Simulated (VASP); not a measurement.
# Pd (Fm-3m) in VASP: notebook, part 2 of 2

VASP 6.6.1. Earlier steps stand in the parts before.

**3. Relaxation of cell and atoms, PBE**

This run uses another cell than the first one, of 13.89 Å³/atom, 0.905 times its volume.

The input, INCAR:

```
ALGO = Normal
EDIFF = 1E-6
EDIFFG = -0.03
ENCUT = 600
GGA = PE
IBRION = 2
ISIF = 3
ISMEAR = -1
LASPH = True
LCHARG = False
LREAL = False
LWAVE = False
NELM = 100
NSW = 80
PREC = Accurate
SIGMA = 0.1
```

The input, KPOINTS:

```
k-points
0
Gamma
  15 15 15
```

The input, POSCAR:

```
Pd
1.0
    0.0000000000      1.9078770000      1.9078770000
    1.9078770000      0.0000000000      1.9078770000
    1.9078770000      1.9078770000      0.0000000000
Pd
1
Direct
    0.0000000000      0.0000000000      0.0000000000
```

Potentials or basis: VASP PAW PBE potentials, release 64 (Pd).

Command:

```
$ cat potpaw_PBE.64/Pd/POTCAR > POTCAR
$ mpirun -np 1 vasp_std > vasp.out
```

OUTCAR:

```text
EDIFF = 1E-6
   EDIFFG = -0.03
   ENCUT = 600
   GGA = PE
   IBRION = 2
   ISIF = 3
   ISMEAR = -1
   LASPH = True
   LREAL = False
   NELM = 100
   NSW = 80
   PREC = Accurate

 ion  position               nearest neighbor table
   1  0.000  0.000  0.000-

  LATTYP: Found a face centered cubic cell.
 ALAT       =     3.8157540000

  Lattice vectors:

 A1 = (   0.0000000000,   1.9078770000,   1.9078770000)
 A2 = (   1.9078770000,   0.0000000000,   1.9078770000)
 A3 = (   1.9078770000,   1.9078770000,   0.0000000000)

Analysis of symmetry for initial positions (statically):
=====================================================================
 Subroutine PRICEL returns:
 Original cell was already a primitive cell.

 Routine SETGRP: Setting up the symmetry group for a
 face centered cubic supercell.

 Subroutine GETGRP returns: Found 48 space group operations
 (whereof 48 operations were pure point group operations)
 out of a pool of 48 trial point group operations.

The static configuration has the point symmetry O_h .

Analysis of symmetry for dynamics (positions and initial velocities):
=====================================================================
 Subroutine PRICEL returns:
 Original cell was already a primitive cell.

 Routine SETGRP: Setting up the symmetry group for a
 face centered cubic supercell.

 Subroutine GETGRP returns: Found 48 space group operations
 (whereof 48 operations were pure point group operations)
 out of a pool of 48 trial point group operations.

The dynamic configuration has the point symmetry O_h .

 Subroutine INISYM returns: Found 48 space group operations
 (whereof 48 operations are pure point group operations),
 and found     1 'primitive' translations

----------------------------------------------------------------------------------------

                                     Primitive cell

  volume of cell :      13.8893

  direct lattice vectors                    reciprocal lattice vectors
     0.000000000  1.907877000  1.907877000    -0.262071402  0.262071402  0.262071402
[... 90 lines left out ...]
   ISIF   =      3    stress and relaxation
   ISYM   =      2    0-nonsym 1-usesym 2-fastsym
   POTIM  = 0.5000    time-step for ionic-motion
   TEBEG  =    0.0;   TEEND  =   0.0 temperature during run
   PSTRESS=    0.0 pullay stress
   NELECT =      10.0000    total number of electrons
   NUPDOWN=      -1.0000    fix difference up-down
   EMIN   =  10.00;   EMAX   =-10.00  energy-range for DOS
   EFERMI =   0.00;   METHOD = LEGACY
   ISMEAR =    -1;   SIGMA  =   0.10  broadening in eV -4-tet -1-fermi 0-gaus
   EFERMI_NEDOS =   21; number of points for ismear=-14 and -15
   IALGO  =     38    algorithm
   IMIX   =      4    mixing-type and parameters
     AMIX     =   0.40;   BMIX     =  1.00
     AMIX_MAG =   1.60;   BMIX_MAG =  1.00
  volume/ion in A,a.u.               =      13.89        93.73
  Fermi-wavevector in a.u.,A,eV,Ry     =   1.467285  2.772766 29.292324  2.152925
  Thomas-Fermi vector in A             =   2.582921
   LORBIT       =      0    0 simple, 1 ext, 2 COOP (PROOUT), +10 PAW based schemes
   GGA     = PE    functional components
   LHFCALC =     F    Hartree Fock is set to
   AEXX    =    0.0000 exact exchange contribution
   IVDW    =     0    specifies the selected vdW correction
   LEPSILON=     F    determine dielectric tensor
   LRPA    =     F    only Hartree local field effects (RPA)
 conjugate gradient relaxation of ions
 non-spin polarized calculation
  energy-cutoff  :      600.00
  volume of cell :       13.89
 maximum number of plane-waves:       483
 NGX is ok and might be reduce to    24
   NGX = 11   NGY = 11   NGZ = 11

--------------------------------------- Ionic step        1  -------------------------------------------

 number of electron      10.0000001 magnetization

 Free energy of the ion-electron system (eV)
  ---------------------------------------------------
  ext. energy  EPLUGINS =         0.00000000
  ---------------------------------------------------
  free energy    TOTEN  =        -5.17038845 eV

  energy without entropy =       -5.11411336  energy(sigma->0) =       -5.14225090

 E-fermi :  10.8551     XC(G=0): -13.5648

 val. band max:       10.8517020469   @ k =  -0.4667   0.2667   0.0000
 cond. band min:      10.8608140042   @ k =  -0.4667   0.3333   0.0667
 fundamental gap:      0.0091119573
 Fermi energy:        10.8550985619

 k-point     1 :       0.0000    0.0000    0.0000
  band No.  band energies     occupation
      1       3.2188      2.00000
      2       7.7077      2.00000
      3       7.7077      2.00000
      4       7.7077      2.00000
      5       9.4828      2.00000
      6       9.4828      2.00000
      7      28.0385      0.00000
      8      33.1617      0.00000
      9      33.1617      0.00000
[... 380 lines left out ...]
--------------------------------------- Ionic step        4  -------------------------------------------

 number of electron      10.0000000 magnetization

 Free energy of the ion-electron system (eV)
  ---------------------------------------------------
  ext. energy  EPLUGINS =         0.00000000
  ---------------------------------------------------
  free energy    TOTEN  =        -5.25560116 eV

  energy without entropy =       -5.19244425  energy(sigma->0) =       -5.22402270

 E-fermi :   9.1673     XC(G=0): -12.9485

 val. band max:        9.1597120652   @ k =  -0.4667   0.3333   0.0667
 cond. band min:       9.1815878233   @ k =   0.4667   0.2000   0.0000
 fundamental gap:      0.0218757581
 Fermi energy:         9.1672790392

 k-point     1 :       0.0000    0.0000    0.0000
  band No.  band energies     occupation
      1       2.3034      2.00000
      2       6.4786      2.00000
      3       6.4786      2.00000
      4       6.4786      2.00000
      5       7.9884      1.99998
      6       7.9884      1.99998
      7      26.3198      0.00000
      8      30.8769      0.00000
      9      30.8769      0.00000
[... 304 lines left out ...]
  FREE ENERGIE OF THE ION-ELECTRON SYSTEM (eV)
  ---------------------------------------------------
  free  energy   TOTEN  =        -5.2556011590 eV

  energy  without entropy=       -5.1924442474  energy(sigma->0) =       -5.22402270

 reached required accuracy - stopping structural energy minimisation
```

OSZICAR:

```text
N       E                     dE             d eps       ncg     rms          rms(c)
DAV:   1     0.434357265704E+02    0.43436E+02   -0.59239E+03  2176   0.119E+03
DAV:   2    -0.503986045537E+01   -0.48476E+02   -0.47216E+02  2333   0.207E+02
[... 27 lines left out ...]
   3 F= -.52554464E+01 E0= -.52237408E+01  d E =-.850580E-01
       N       E                     dE             d eps       ncg     rms          rms(c)
DAV:   1    -0.525724252949E+01   -0.17965E-02   -0.32427E-02  2191   0.202E+00    0.271E-01
DAV:   2    -0.525559793532E+01    0.16446E-02   -0.85921E-03  2181   0.843E-01    0.662E-02
DAV:   3    -0.525559531791E+01    0.26174E-05   -0.35150E-05  2369   0.484E-02    0.404E-02
DAV:   4    -0.525560121774E+01   -0.58998E-05   -0.17315E-05  2396   0.358E-02    0.272E-03
DAV:   5    -0.525560115902E+01    0.58720E-07   -0.14688E-07  1386   0.359E-03
   4 F= -.52556012E+01 E0= -.52240227E+01  d E =-.852127E-01
```

Wall time 30 s (1 thread of Intel Xeon 6975P-C (Granite Rapids), shared host); peak memory 0.16 GiB.

Results:

* Free energy: -5.2556 eV
* Relaxed volume: 15.32 Å³/atom
* Relaxed cell: a = 2.788 Å, b = 2.788 Å, c = 2.788 Å, α = 60.00°, β = 60.00°, γ = 60.00°
* Space group after relaxing (to 0.05 Å): Fm-3m (No. 225)
* Energy gained by relaxing: 85.2 meV/atom
* Ionic steps: 4
* Pressure after relaxing: -0.2 GPa
* Band gap on the k mesh: zero (band 5 reaches 9.38 eV, above the bottom of band 6 at 7.92 eV)

Step by step:
```
step  energy change (eV)  largest force (eV/Å)  pressure (GPa)  volume (Å³)
   1              0.0000                0.0000           21.38        13.89
   2              0.0823                0.0000          -16.96        17.96
   3             -0.0851                0.0000           -0.71        15.38
   4             -0.0852                0.0000           -0.15        15.32
```

Final structure:
```
CELL_PARAMETERS angstrom
0.00000 1.97145 1.97145
1.97145 0.00000 1.97145
1.97145 1.97145 0.00000
ATOMIC_POSITIONS crystal
Pd 0.00000 0.00000 0.00000
```

Levels at points of the mesh, in eV from the Fermi level:
| k point | band 2 | band 3 | band 4 | band 5 | band 6 | band 7 | band 8 | band 9 |
| --- | --- | --- | --- | --- | --- | --- | --- | --- |
| (0.00, 0.00, 0.00) | -2.69 | -2.69 | -2.69 | -1.18 | -1.18 | 17.15 | 21.71 | 21.71 |
